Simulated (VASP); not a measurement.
PbI2:

```xyz
3
Lattice="4.6097 0.0000 0.0000 -2.3049 3.9921 0.0000 0.0000 0.0000 7.1180" Properties=species:S:1:pos:R:3 pbc="T T T"
Pb    0.0000    0.0000    0.0000
I     0.0000    2.6614    1.8629
I     2.3049    1.3307    5.2550
```

This cell differs from its parent crystal: strain +1.0%.

Base run:

```yaml
Program: VASP 6.6.1
Functional: r2SCAN
Potentials_or_basis: VASP PAW PBE potentials, release 64 (Pb_d, I)
Cutoff: 550 eV
k_mesh: 6 × 6 × 4
Occupations: gaussian, width 0.01 eV
Spin: no spin polarisation
```

Its results: band gap on the k mesh 2.67 eV; pressure 0.3 GPa.

The run is repeated on the same cell with these changes: functional from r2SCAN to PBE; cutoff from 550 eV to 500 eV; occupations from gaussian, width 0.01 eV to fermi-dirac, width 0.02 eV. What comes out?

Band gap on the k mesh 2.28 eV; pressure 0.8 GPa.

Caveats: spin-orbit coupling is left out, which moves the levels of the heavy elements; the PAW data sets were made with another functional, which shifts forces and pressure a little (at least some runs); this functional lacks dispersion, which binds layers or chains, so the pressure and a relaxed spacing across them are unreliable (at least some runs).

A k mesh can miss the band edges.
